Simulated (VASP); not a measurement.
Input of a VASP 6.6.1 run:

The input INCAR:

```
SYSTEM = TiB2
ALGO = Normal
EDIFF = 1E-6
ENCUT = 520
GGA = PE
ISIF = 2
ISMEAR = -1
IVDW = 13
LASPH = .True.
LCHARG = .False.
LREAL = .False.
LWAVE = .False.
NBANDS = 16
NELM = 60
PREC = Accurate
SIGMA = 0.05
```

The input KPOINTS:

```
k-points
0
Gamma
  10 10 8
  0 0 0
```

Contents of POSCAR:

```
TiB2
1.0
    3.0092403224      0.0000000000      0.0000000000
   -1.5046201612      2.6060785653      0.0000000000
    0.0000000000      0.0000000000      3.1750582174
Ti B
1 2
Direct
    0.0000000000      0.0000000000      0.0000000000
    0.6666666667      0.3333333333      0.5000000000
    0.3333333333      0.6666666667      0.5000000000
```

Potentials or basis: VASP PAW PBE potentials, release 64 (Ti_sv, B).

Launch:

```console
$ cat potpaw_PBE.64/Ti_sv/POTCAR potpaw_PBE.64/B/POTCAR > POTCAR
$ mpirun -np 1 vasp_std > vasp.out
```

(1) Estimate the band gap on the k mesh.

(2) Estimate the dispersion energy per atom.

Results:

(1) zero (band 9 reaches 10.82 eV, above the bottom of band 10 at 10.09 eV).

(2) -0.358 eV.
